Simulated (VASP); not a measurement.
Wanted: the native input for a VASP 6.6.1 run.

```yaml
Task: single point
Functional: PBEsol
Potentials_or_basis: VASP PAW PBE potentials, release 64 (Al, Ni)
Cutoff: 600 eV
k_mesh: 14 × 14 × 14
Occupations: gaussian, width 0.1 eV
Spin: no spin polarisation
Dipole_correction: no
Further_INCAR_settings: ALGO = Normal; EDIFF = 1e-06; NBANDS = 14
```

The structure of AlNi lies in POSCAR:

```
AlNi
1.0
    2.8800444036      0.0000000000      0.0000000000
    0.0000000000      2.8800444036      0.0000000000
    0.0000000000      0.0000000000      2.7833266194
Al Ni
1 1
Direct
    0.0000000000      0.0000000000      0.0000000000
    0.5000000000      0.5000000000      0.5000000000
```

This cell differs from its parent crystal: uniaxial strain along c: -3.0 %.

One way to write it, as run:

INCAR

```
SYSTEM = AlNi
PREC = Accurate
ENCUT = 600
EDIFF = 1E-6
ISMEAR = 0
SIGMA = 0.1
LREAL = .False.
LASPH = .True.
NELM = 120
ALGO = Normal
ISIF = 2
LWAVE = .False.
LCHARG = .True.
GGA = PS
LELF = .True.
LVHAR = .True.
NBANDS = 14
GGA_COMPAT = .False.
```

KPOINTS

```
Automatic mesh
0
Gamma
  14 14 14
  0 0 0
```

Potentials or basis: VASP PAW PBE potentials, release 64 (Al, Ni).

Run with:

```console
$ cat potpaw_PBE.64/Al/POTCAR potpaw_PBE.64/Ni/POTCAR > POTCAR
$ mpirun -np 1 vasp_std > vasp.out
```

It gave:

```
Pressure               : 2.9 GPa
Band gap on the k mesh : zero (an odd number of electrons rules out a gap without spin polarisation)
```

Caveat: the cell differs from its parent crystal (uniaxial strain along c: -3.0 %); the PAW data sets were made with another functional, which shifts forces and pressure a little.

It took 64 s on 1 thread of Intel Xeon 8259CL, with other jobs on the host, peak memory 0.24 GiB.
